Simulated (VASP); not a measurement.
Wanted: the native input for a VASP 6.6.1 run.

```
Task                   : single point
Functional             : LDA
Potentials or basis    : VASP PAW LDA potentials, release 64 (Al, As)
Cutoff                 : 500 eV
k mesh                 : 8 × 8 × 8
Occupations            : gaussian, width 0.01 eV
Spin                   : no spin polarisation
Dipole correction      : no
Further INCAR settings : ALGO = Normal; EDIFF = 1e-06; NBANDS = 11
```

The structure of AlAs (lda) lies in POSCAR:

```
AlAs
1.0
    0.0000000000      2.8144363746      2.8144363746
    2.8144363746      0.0000000000      2.8144363746
    2.8144363746      2.8144363746      0.0000000000
Al As
1 1
Direct
    0.0000000000      0.0000000000      0.0000000000
    0.2500000000      0.2500000000      0.2500000000
```

These files were run (other wordings do the same):

INCAR

```
ALGO = Normal
EDIFF = 1E-6
ENCUT = 500
GGA_COMPAT = False
ISIF = 2
ISMEAR = 0
LASPH = True
LCHARG = True
LELF = True
LREAL = False
LVHAR = True
LWAVE = False
NBANDS = 11
NELM = 120
PREC = Accurate
SIGMA = 0.01
```

KPOINTS

```
k-points
0
Gamma
  8 8 8
```

Potentials or basis: VASP PAW LDA potentials, release 64 (Al, As).

Launch:

```sh
$ cat potpaw_LDA.64/Al/POTCAR potpaw_LDA.64/As/POTCAR > POTCAR
$ mpirun -np 1 vasp_std > vasp.out
```

Results of the run:

```
Pressure               : 0.4 GPa
Band gap on the k mesh : 1.31 eV, indirect (least direct gap 2.02 eV)
```

Run time: 8.2 s on 1 thread of Intel(R) Xeon(R) Platinum 8559C (Emerald Rapids), with other jobs on the host, peak memory 0.15 GiB.
